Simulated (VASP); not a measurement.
Runs of VASP 6.6.1 on Al. The structure is that of space group P6_3/mmc (No. 194), or close to it. The cells are those of the table. 

```tsv
task	cell	cutoff (eV)	gap on the mesh (eV)	pressure (GPa)
relaxation of cell and atoms	relaxed to 10 GPa from a = 2.860, b = 2.860, c = 4.670 Å, angles 90.0, 90.0, 120.0°, 2 atoms	600	none	10.0
single point	a = 2.650, b = 2.650, c = 4.494 Å, angles 90.0, 90.0, 120.0°, 2 atoms	520	none	19.5
relaxation of cell and atoms	relaxed to 20 GPa from a = 2.860, b = 2.860, c = 4.670 Å, angles 90.0, 90.0, 120.0°, 2 atoms	600	none	20.0
single point	a = 2.748, b = 2.748, c = 4.680 Å, angles 90.0, 90.0, 120.0°, 2 atoms	520	none	4.6
relaxation of cell and atoms	relaxed to 5 GPa from a = 2.860, b = 2.860, c = 4.670 Å, angles 90.0, 90.0, 120.0°, 2 atoms	600	none	5.1
single point	a = 2.785, b = 2.785, c = 4.808 Å, angles 90.0, 90.0, 120.0°, 2 atoms	520	none	(a)
single point	a = 2.711, b = 2.711, c = 4.610 Å, angles 90.0, 90.0, 120.0°, 2 atoms	520	none	9.6
relaxation of cell and atoms	relaxed from a = 2.860, b = 2.860, c = 4.670 Å, angles 90.0, 90.0, 120.0°, 2 atoms	600	none	0.0
```

Alike in all rows: level r2SCAN; potentials or basis VASP PAW PBE potentials, release 64 (Al); no spin polarisation; k mesh 9 × 9 × 5; smearing methfessel-paxton 0.1 eV.

Q: Estimate the missing entries.

A: (a) -0.3.

Caveats: the PAW data sets were made with another functional, which shifts forces and pressure a little; the cell is relaxed towards a set pressure, so the enthalpy falls and the energy may rise (some runs).

A gap of «none» marks levels without a gap at the run's occupations.
